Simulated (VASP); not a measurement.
Runs of VASP 6.6.1 on As. The structure is that of space group Cmce (No. 64), or close to it. The cells are those of the table. 

```csv
cell,k mesh,pressure (GPa),largest force (eV/Å)
"a = 5.749, b = 5.749, c = 4.474 Å, angles 90.0, 90.0, 144.0°, 4 atoms",10 × 10 × 8,10.3,1.26
"a = 5.918, b = 5.918, c = 4.606 Å, angles 90.0, 90.0, 144.0°, 4 atoms",10 × 10 × 8,2.9,0.40
"a = 6.000, b = 6.000, c = 4.669 Å, angles 90.0, 90.0, 144.0°, 4 atoms",9 × 9 × 7,0.3,0.05
"a = 5.835, b = 5.835, c = 4.541 Å, angles 90.0, 90.0, 144.0°, 4 atoms",10 × 10 × 8,(a),0.79
"a = 6.000, b = 6.000, c = 4.669 Å, angles 90.0, 90.0, 144.0°, 4 atoms",10 × 10 × 8,0.3,0.05
```

Alike in all rows: task single point; level PBE; potentials or basis VASP PAW PBE potentials, release 64 (As); no spin polarisation; cutoff (eV) 500; smearing fermi-dirac 0.1 eV.

Task: Fill in the values left out.

Result: (a) 6.2.

Caveats: the cell stands under pressure (at least some runs); forces of over 1 eV/Å act on the atoms, so gaps and moduli don't describe the material at rest (at least some runs).
